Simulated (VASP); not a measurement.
# Mg (Im-3m) in VASP: a series of runs

Runs on Mg. Level: r2SCAN. Tasks: single point.

All numbers are computed with VASP 6.6.1; they aren't measurements. Logs are shortened: lines on timing, memory, paths and dates and some standing lists are left out, and cuts for length are marked.

## 1. The cell of the first run

Symmetry: Im-3m, No. 229, cubic system. The conventional cell has a = 3.511 Å, b = 3.511 Å, c = 3.511 Å, α = 90.00°, β = 90.00°, γ = 90.00°. Mg (site symmetry m-3m) has 14 Mg at 3.04 to 3.51 Å within 4.0 Å.

## 2. Single point, r2SCAN (volume scaled by 0.960)

File POSCAR:

```
Mg
1.0
   -1.7552965221      1.7552965221      1.7552965221
    1.7552965221     -1.7552965221      1.7552965221
    1.7552965221      1.7552965221     -1.7552965221
Mg
1
Direct
    0.0000000000      0.0000000000      0.0000000000
```

File INCAR.step1:

```
SYSTEM = Mg
PREC = Accurate
ENCUT = 520
ISMEAR = 0
SIGMA = 0.05
LREAL = .False.
LASPH = .True.
NELM = 100
NBANDS = 7
GGA = PE
ALGO = Normal
EDIFF = 1E-4
LWAVE = .True.
LCHARG = .False.
```

File INCAR.step2:

```
SYSTEM = Mg
PREC = Accurate
ENCUT = 520
EDIFF = 1E-6
ISMEAR = 0
SIGMA = 0.05
LREAL = .False.
LASPH = .True.
NELM = 100
ALGO = Normal
ISIF = 2
LWAVE = .False.
LCHARG = .False.
METAGGA = R2SCAN
LMIXTAU = .True.
NBANDS = 7
ISTART = 1
```

File KPOINTS:

```
Automatic mesh
0
Gamma
  18 18 18
  0 0 0
```

Potentials or basis: VASP PAW PBE potentials, release 64 (Mg).

Command:

```
> cat potpaw_PBE.64/Mg/POTCAR > POTCAR
> cp INCAR.step1 INCAR
> mpirun -np 1 vasp_std > vasp.out
> cp INCAR.step2 INCAR
> mpirun -np 1 vasp_std > vasp.out
```

OUTCAR:

```text
SYSTEM = Mg
   PREC = Accurate
   ENCUT = 520
   EDIFF = 1E-6
   ISMEAR = 0
   LREAL = .False.
   LASPH = .True.
   NELM = 100
   ISIF = 2
   METAGGA = R2SCAN
   ISTART = 1

 ion  position               nearest neighbor table
   1  0.000  0.000  0.000-

  LATTYP: Found a body centered cubic cell.
 ALAT       =     3.5105930442

  Lattice vectors:

 A1 = (  -1.7552965221,   1.7552965221,   1.7552965221)
 A2 = (   1.7552965221,  -1.7552965221,   1.7552965221)
 A3 = (   1.7552965221,   1.7552965221,  -1.7552965221)

Analysis of symmetry for initial positions (statically):
=====================================================================
 Subroutine PRICEL returns:
 Original cell was already a primitive cell.

 Routine SETGRP: Setting up the symmetry group for a
 body centered cubic supercell.

 Subroutine GETGRP returns: Found 48 space group operations
 (whereof 48 operations were pure point group operations)
 out of a pool of 48 trial point group operations.

The static configuration has the point symmetry O_h .

Analysis of symmetry for dynamics (positions and initial velocities):
=====================================================================
 Subroutine PRICEL returns:
 Original cell was already a primitive cell.

 Routine SETGRP: Setting up the symmetry group for a
 body centered cubic supercell.

 Subroutine GETGRP returns: Found 48 space group operations
 (whereof 48 operations were pure point group operations)
 out of a pool of 48 trial point group operations.

The dynamic configuration has the point symmetry O_h .

 Subroutine INISYM returns: Found 48 space group operations
 (whereof 48 operations are pure point group operations),
 and found     1 'primitive' translations

----------------------------------------------------------------------------------------

                                     Primitive cell

  volume of cell :      21.6327

  direct lattice vectors                    reciprocal lattice vectors
    -1.755296522  1.755296522  1.755296522     0.000000000  0.284852157  0.284852157
     1.755296522 -1.755296522  1.755296522     0.284852157  0.000000000  0.284852157
     1.755296522  1.755296522 -1.755296522     0.284852157  0.284852157  0.000000000

  length of vectors
     3.040262759  3.040262759  3.040262759     0.402841783  0.402841783  0.402841783

  position of ions in fractional coordinates (direct lattice)
     0.000000000  0.000000000  0.000000000

  ion indices of the primitive-cell ions
   primitive index   ion index
                 1           1

----------------------------------------------------------------------------------------

 KPOINTS: Automatic mesh

Automatic generation of k-mesh.
 Grid dimensions read from file:
 generate k-points for:   18   18   18

 Generating k-lattice:

  Cartesian coordinates                     Fractional coordinates (reciprocal lattice)
     0.000000000  0.015825120  0.015825120     0.055555556  0.000000000  0.000000000
     0.015825120  0.000000000  0.015825120     0.000000000  0.055555556  0.000000000
     0.015825120  0.015825120  0.000000000     0.000000000  0.000000000  0.055555556

  Length of vectors
     0.022380099  0.022380099  0.022380099

  Shift w.r.t. Gamma in fractional coordinates (k-lattice)
     0.000000000  0.000000000  0.000000000

 Subroutine IBZKPT returns following result:
 ===========================================

 Found    195 irreducible k-points:

 Following reciprocal coordinates:
            Coordinates               Weight
  0.000000  0.000000  0.000000      1.000000
  0.055556  0.000000  0.000000     12.000000
  0.111111  0.000000  0.000000     12.000000
  0.166667  0.000000  0.000000     12.000000
  0.222222  0.000000  0.000000     12.000000
  0.277778  0.000000  0.000000     12.000000
[... 16 lines left out ...]
  0.333333  0.111111  0.000000     48.000000
  0.388889  0.111111 -0.000000     48.000000
 [... further k-points ...]
   k-points           NKPTS =    195   k-points in BZ     NKDIM =    195   number of bands    NBANDS=      7
   number of dos      NEDOS =    301   number of ions     NIONS =      1
   total plane-waves  NPLWV =  13824
   dimension x,y,z NGX =    24 NGY =   24 NGZ =   24
   dimension x,y,z NGXF=    48 NGYF=   48 NGZF=   48
   ions per type =               1
   NGX,Y,Z   is equivalent  to a cutoff of  13.12, 13.12, 13.12 a.u.
   NGXF,Y,Z  is equivalent  to a cutoff of  26.25, 26.25, 26.25 a.u.
 SYSTEM =  Mg
   PREC   = accura    normal or accurate (medium, high low for compatibility)
   ISTART =      1    job   : 0-new  1-cont  2-samecut
   ICHARG =      0    charge: 1-file 2-atom 10-const
   ISPIN  =      1    spin polarized calculation?
   LNONCOLLINEAR =      F non collinear calculations
   LSORBIT =      F    spin-orbit coupling
   LASPH  =      T    aspherical Exc in radial PAW
   ENCUT  =  520.0 eV  38.22 Ry    6.18 a.u.   5.65  5.65  5.65*2*pi/ulx,y,z
   NELM   =    100;   NELMIN=  2; NELMDL=  0     # of ELM steps
   EDIFF  = 0.1E-05   stopping-criterion for ELM
   LREAL  =      F    real-space projection
   EDIFFG = 0.1E-04   stopping-criterion for IOM
   NSW    =      0    number of steps for IOM
   IBRION =     -1    ionic relax: 0-MD 1-quasi-New 2-CG
   NFREE  =      0    steps in history (QN), initial steepest desc. (CG)
   ISIF   =      2    stress and relaxation
   ISYM   =      2    0-nonsym 1-usesym 2-fastsym
   POTIM  = 0.5000    time-step for ionic-motion
   TEBEG  =    0.0;   TEEND  =   0.0 temperature during run
   PSTRESS=    0.0 pullay stress
   NELECT =       2.0000    total number of electrons
   NUPDOWN=      -1.0000    fix difference up-down
   EMIN   =  10.00;   EMAX   =-10.00  energy-range for DOS
   EFERMI =   0.00;   METHOD = LEGACY
   ISMEAR =     0;   SIGMA  =   0.05  broadening in eV -4-tet -1-fermi 0-gaus
   EFERMI_NEDOS =   21; number of points for ismear=-14 and -15
   IALGO  =     38    algorithm
   IMIX   =      4    mixing-type and parameters
     AMIX     =   0.40;   BMIX     =  1.00
     AMIX_MAG =   1.60;   BMIX_MAG =  1.00
  volume/ion in A,a.u.               =      21.63       145.98
  Fermi-wavevector in a.u.,A,eV,Ry     =   0.740254  1.398878  7.455674  0.547977
  Thomas-Fermi vector in A             =   1.834613
   LORBIT       =      0    0 simple, 1 ext, 2 COOP (PROOUT), +10 PAW based schemes
   METAGGA = R2SCAN    functional components
   LHFCALC =     F    Hartree Fock is set to
   AEXX    =    0.0000 exact exchange contribution
   IVDW    =     0    specifies the selected vdW correction
   LEPSILON=     F    determine dielectric tensor
   LRPA    =     F    only Hartree local field effects (RPA)
 non-spin polarized calculation
 Gauss-broadening in eV      SIGMA  =   0.05
  energy-cutoff  :      520.00
  volume of cell :       21.63
 maximum number of plane-waves:       603
   NGX = 11   NGY = 11   NGZ = 11

 number of electron       2.0000000 magnetization

 Free energy of the ion-electron system (eV)
  ---------------------------------------------------
  ext. energy  EPLUGINS =         0.00000000
  ---------------------------------------------------
  free energy    TOTEN  =        -4.11739294 eV

  energy without entropy =       -4.11657651  energy(sigma->0) =       -4.11698473

 E-fermi :   2.9963     XC(G=0):  -9.2330

 val. band max:        2.9848569110   @ k =  -0.4444   0.4444   0.3333
 cond. band min:       3.0012963808   @ k =   0.3889   0.1667   0.0000
 fundamental gap:      0.0164394698
 Fermi energy:         2.9963320569

 k-point     1 :       0.0000    0.0000    0.0000
  band No.  band energies     occupation
      1      -4.6861      2.00000
      2      17.3035      0.00000
      3      17.3035      0.00000
      4      17.3035      0.00000
      5      19.5236      0.00000
      6      19.5236      0.00000
      7      20.2327      0.00000

 k-point     2 :       0.0556    0.0000    0.0000
  band No.  band energies     occupation
      1      -4.6057      2.00000
      2      16.3588      0.00000
      3      16.8597      0.00000
      4      16.9726      0.00000
      5      18.7247      0.00000
      6      18.7433      0.00000
      7      20.3119      0.00000

 k-point     3 :       0.1111    0.0000    0.0000
  band No.  band energies     occupation
      1      -4.3649      2.00000
      2      14.3635      0.00000
      3      15.9846      0.00000
      4      16.3080      0.00000
      5      17.7117      0.00000
      6      18.3083      0.00000
      7      20.4492      0.00000

 k-point     4 :       0.1667    0.0000    0.0000
  band No.  band energies     occupation
      1      -3.9651      2.00000
      2      12.2432      0.00000
      3      15.0832      0.00000
      4      15.6187      0.00000
      5      16.8098      0.00000
      6      17.8933      0.00000
      7      20.7644      0.00000

 k-point     5 :       0.2222    0.0000    0.0000
  band No.  band energies     occupation
      1      -3.4082      2.00000
      2      10.1891      0.00000
      3      14.2744      0.00000
      4      15.0009      0.00000
      5      16.0425      0.00000
      6      17.4274      0.00000
      7      21.2791      0.00000

 k-point     6 :       0.2778    0.0000    0.0000
  band No.  band energies     occupation
      1      -2.6972      2.00000
      2       8.2421      0.00000
      3      13.5951      0.00000
      4      14.4840      0.00000
      5      15.4146      0.00000
      6      16.9638      0.00000
      7      21.8802      0.00000

 k-point     7 :       0.3333    0.0000    0.0000
  band No.  band energies     occupation
      1      -1.8364      2.00000
      2       6.4170      0.00000
      3      13.0596      0.00000
      4      14.0782      0.00000
      5      14.9268      0.00000
      6      16.5561      0.00000
      7      22.4937      0.00000

 k-point     8 :       0.3889    0.0000    0.0000
  band No.  band energies     occupation
      1      -0.8328      2.00000
      2       4.7240      0.00000
      3      12.6742      0.00000
      4      13.7873      0.00000
      5      14.5789      0.00000
      6      16.2417      0.00000
      7      23.1714      0.00000

 k-point     9 :       0.4444    0.0000    0.0000
  band No.  band energies     occupation
      1       0.2923      2.00000
      2       3.1853      0.00000
      3      12.4421      0.00000
      4      13.6125      0.00000
      5      14.3704      0.00000
      6      16.0445      0.00000
      7      23.8126      0.00000

 k-point    10 :       0.5000    0.0000    0.0000
  band No.  band energies     occupation
      1       1.2118      2.00000
      2       2.1278      2.00000
      3      12.3645      0.00000
      4      13.5542      0.00000
      5      14.3009      0.00000
      6      15.9774      0.00000
      7      24.1234      0.00000

 k-point    11 :       0.0556    0.0556    0.0000
  band No.  band energies     occupation
      1      -4.4451      2.00000
      2      15.2735      0.00000
      3      15.5673      0.00000
      4      16.5832      0.00000
      5      18.1393      0.00000
      6      18.6814      0.00000
      7      20.4551      0.00000
[... 51 lines left out ...]
 k-point    17 :       0.3889    0.0556    0.0000
  band No.  band energies     occupation
      1      -0.2252      2.00000
      2       3.9857      0.00000
      3      11.6352      0.00000
      4      13.4765      0.00000
      5      14.9610      0.00000
      6      16.9080      0.00000
      7      22.7922      0.00000

 k-point    18 :       0.4444    0.0556    0.0000
  band No.  band energies     occupation
      1       0.9179      2.00000
      2       2.5677      2.00000
      3      11.4864      0.00000
      4      13.3504      0.00000
      5      14.8200      0.00000
      6      16.7846      0.00000
      7      23.5070      0.00000

 k-point    19 :       0.1111    0.1111    0.0000
  band No.  band energies     occupation
      1      -3.7260      2.00000
      2      12.0866      0.00000
      3      12.8244      0.00000
      4      15.2164      0.00000
      5      17.5002      0.00000
      6      18.5196      0.00000
      7      20.9100      0.00000

 k-point    20 :       0.1667    0.1111   -0.0000
  band No.  band energies     occupation
      1      -3.1705      2.00000
      2      10.2905      0.00000
      3      11.8189      0.00000
      4      14.5571      0.00000
      5      17.1355      0.00000
      6      18.6145      0.00000
      7      20.6121      0.00000

 k-point    21 :       0.2222    0.1111   -0.0000
  band No.  band energies     occupation
      1      -2.4615      2.00000
      2       8.4056      0.00000
      3      11.1262      0.00000
      4      13.9883      0.00000
      5      16.6455      0.00000
      6      18.7740      0.00000
      7      20.4707      0.00000

 k-point    22 :       0.2778    0.1111   -0.0000
  band No.  band energies     occupation
      1      -1.6031      2.00000
      2       6.6079      0.00000
      3      10.6013      0.00000
      4      13.5341      0.00000
      5      16.2072      0.00000
      6      18.7394      0.00000
      7      20.7857      0.00000

 k-point    23 :       0.3333    0.1111    0.0000
  band No.  band energies     occupation
      1      -0.6025      2.00000
      2       4.9304      0.00000
      3      10.2285      0.00000
      4      13.2047      0.00000
      5      15.8770      0.00000
      6      18.5841      0.00000
      7      21.4479      0.00000

 k-point    24 :       0.3889    0.1111   -0.0000
  band No.  band energies     occupation
      1       0.5184      2.00000
      2       3.4017      0.00000
      3      10.0051      0.00000
      4      13.0054      0.00000
      5      15.6741      0.00000
      6      18.4531      0.00000
      7      22.2359      0.00000

 [... further k-points ...]
[... 5 lines left out ...]
  --------------------------------------------------------------------------------------
  -------------------------------------------------------------------------------------
  Total        0.1914886      0.1914886      0.1914886      0.0000000     -0.0000000      0.0000000
  in kB       14.1821473     14.1821473     14.1821473      0.0000000     -0.0000000      0.0000000
  external PRESSURE =      14.1821473 kB  Pullay stress =       0.0000000 kB

 VOLUME and BASIS-vectors are now :
 -----------------------------------------------------------------------------
  energy-cutoff  :      520.00
  volume of cell :       21.63
      direct lattice vectors                 reciprocal lattice vectors
    -1.755296522  1.755296522  1.755296522     0.000000000  0.284852157  0.284852157
     1.755296522 -1.755296522  1.755296522     0.284852157  0.000000000  0.284852157
     1.755296522  1.755296522 -1.755296522     0.284852157  0.284852157  0.000000000

 POSITION                                       TOTAL-FORCE (eV/Angst)
 -----------------------------------------------------------------------------------
      0.00000      0.00000      0.00000         0.000000     -0.000000      0.000000
 -----------------------------------------------------------------------------------
    total drift:                                0.000000      0.000000      0.000000

  FREE ENERGIE OF THE ION-ELECTRON SYSTEM (eV)
  ---------------------------------------------------
  free  energy   TOTEN  =        -4.1173929380 eV

  energy  without entropy=       -4.1165765136  energy(sigma->0) =       -4.11698473
```

Wall time 72 s (1 thread of Intel Xeon Platinum 8488C (Sapphire Rapids), shared host); peak memory 0.16 GiB.

What came out:

```yaml
Free_energy: -4.1174 eV
Pressure: 1.4 GPa
Band_gap_on_the_k_mesh: zero (band 1 reaches 7.15 eV, above the bottom of band 2 at 2.13 eV)
```

Levels at points of the mesh, in eV from the Fermi level:
| k point | band 1 | band 2 | band 3 | band 4 |
| --- | --- | --- | --- | --- |
| (0.00, 0.00, 0.00) | -7.68 | 14.31 | 14.31 | 14.31 |
| (0.50, 0.00, 0.00) | -1.78 | -0.87 | 9.37 | 10.56 |
| (0.50, 0.50, 0.50) | 4.16 | 4.16 | 4.30 | 4.30 |

Caveat: the cell differs from its parent crystal (volume scaled by 0.960); the PAW data sets were made with another functional, which shifts forces and pressure a little.

## 3. Single point, r2SCAN

This run uses another cell than the first one, of 22.53 Å³/atom, 1.042 times its volume.

File POSCAR:

```
Mg
1.0
   -1.7793446683      1.7793446683      1.7793446683
    1.7793446683     -1.7793446683      1.7793446683
    1.7793446683      1.7793446683     -1.7793446683
Mg
1
Direct
    0.0000000000      0.0000000000      0.0000000000
```

File INCAR.step1:

```
SYSTEM = Mg
  ALGO = Normal
  EDIFF = 1E-4
  ENCUT = 520
  GGA = PE
  ISMEAR = 0
  LASPH = .TRUE.
  LCHARG = .FALSE.
  LREAL = .FALSE.
  LWAVE = .TRUE.
  NBANDS = 7
  NELM = 60
  PREC = Accurate
  SIGMA = 0.05
```

File INCAR.step2:

```
SYSTEM = Mg
  ALGO = Normal
  EDIFF = 1E-6
  ENCUT = 520
  ISIF = 2
  ISMEAR = 0
  ISTART = 1
  LASPH = .TRUE.
  LCHARG = .FALSE.
  LMIXTAU = .TRUE.
  LREAL = .FALSE.
  LWAVE = .FALSE.
  METAGGA = R2SCAN
  NBANDS = 7
  NELM = 60
  PREC = Accurate
  SIGMA = 0.05
```

File KPOINTS:

```
k-points
0
G
  18 18 18
  0 0 0
```

Potentials or basis: VASP PAW PBE potentials, release 64 (Mg).

Command:

```
> cat potpaw_PBE.64/Mg/POTCAR > POTCAR
> cp INCAR.step1 INCAR
> mpirun -np 1 vasp_std > vasp.out
> cp INCAR.step2 INCAR
> mpirun -np 1 vasp_std > vasp.out
```

Wall time 49 s (1 thread of Intel Xeon Platinum 8488C (Sapphire Rapids), shared host); peak memory 0.16 GiB.

It converged, with:

* Free energy: -4.1205 eV
* Pressure: -0.3 GPa
* Band gap on the k mesh: zero (band 1 reaches 6.92 eV, above the bottom of band 2 at 1.90 eV)

Levels at points of the mesh, in eV from the Fermi level:
```csv
k point,band 1,band 2,band 3,band 4
"(0.00, 0.00, 0.00)",-7.49,14.02,14.02,14.02
"(0.50, 0.00, 0.00)",-1.72,-0.87,9.22,10.22
"(0.50, 0.50, 0.50)",4.15,4.15,4.18,4.18
```

Caveat: the PAW data sets were made with another functional, which shifts forces and pressure a little.

## 4. Single point, r2SCAN (volume scaled by 0.760)

File POSCAR:

```
Mg
1.0
   -1.6237952952      1.6237952952      1.6237952952
    1.6237952952     -1.6237952952      1.6237952952
    1.6237952952      1.6237952952     -1.6237952952
Mg
1
Direct
    0.0000000000      0.0000000000      0.0000000000
```

File INCAR.step1:

```
PREC     = Accurate       # precision mode
ENCUT    = 520            # plane-wave cutoff, eV
ISMEAR   = 0              # smearing method
SIGMA    = 0.05           # smearing width, eV
LREAL    = False          # projectors in reciprocal space
LASPH    = True           # aspherical terms in the spheres
NELM     = 80             # most SCF steps
NBANDS   = 7              # bands
GGA      = PE             # functional
ALGO     = Normal         # electronic algorithm
EDIFF    = 1E-4           # SCF threshold, eV
LWAVE    = True           # write WAVECAR
LCHARG   = False          # write CHGCAR
```

File INCAR.step2:

```
PREC     = Accurate       # precision mode
ENCUT    = 520            # plane-wave cutoff, eV
EDIFF    = 1E-6           # SCF threshold, eV
ISMEAR   = 0              # smearing method
SIGMA    = 0.05           # smearing width, eV
LREAL    = False          # projectors in reciprocal space
LASPH    = True           # aspherical terms in the spheres
NELM     = 80             # most SCF steps
ALGO     = Normal         # electronic algorithm
ISIF     = 2              # what is computed and relaxed
LWAVE    = False          # write WAVECAR
LCHARG   = True           # write CHGCAR
METAGGA  = R2SCAN         # meta-GGA
LMIXTAU  = True         
LELF     = True           # ELF
LVHAR    = True         
NBANDS   = 7              # bands
ISTART   = 1
```

File KPOINTS:

```
regular mesh
0
Gamma
  20 20 20
```

Command:

```
> cat potpaw_PBE.64/Mg/POTCAR > POTCAR
> cp INCAR.step1 INCAR
> mpirun -np 1 vasp_std > vasp.out
> cp INCAR.step2 INCAR
> mpirun -np 1 vasp_std > vasp.out
```

Wall time 54 s (1 thread of Intel Xeon Platinum 8488C (Sapphire Rapids), shared host); peak memory 0.16 GiB.

It converged, with:

| Property | Result |
| --- | --- |
| Free energy | -3.8904 eV |
| Pressure | 17.7 GPa |
| Band gap on the k mesh | zero (band 1 reaches 8.58 eV, above the bottom of band 2 at 3.55 eV) |

Levels at points of the mesh, in eV from the Fermi level:
```tsv
k point	band 1	band 2	band 3	band 4	band 5	band 6
(0.00, 0.00, 0.00)	-8.89	16.01	16.01	16.01	18.50	18.50
(0.50, 0.00, 0.00)	-2.21	-0.93	10.21	12.68	12.96	15.25
(0.50, 0.50, 0.50)	4.10	4.10	5.09	5.09	5.09	12.26
```

Caveat: the cell differs from its parent crystal (volume scaled by 0.760); the PAW data sets were made with another functional, which shifts forces and pressure a little.

(Continued in part 2 of 2.)
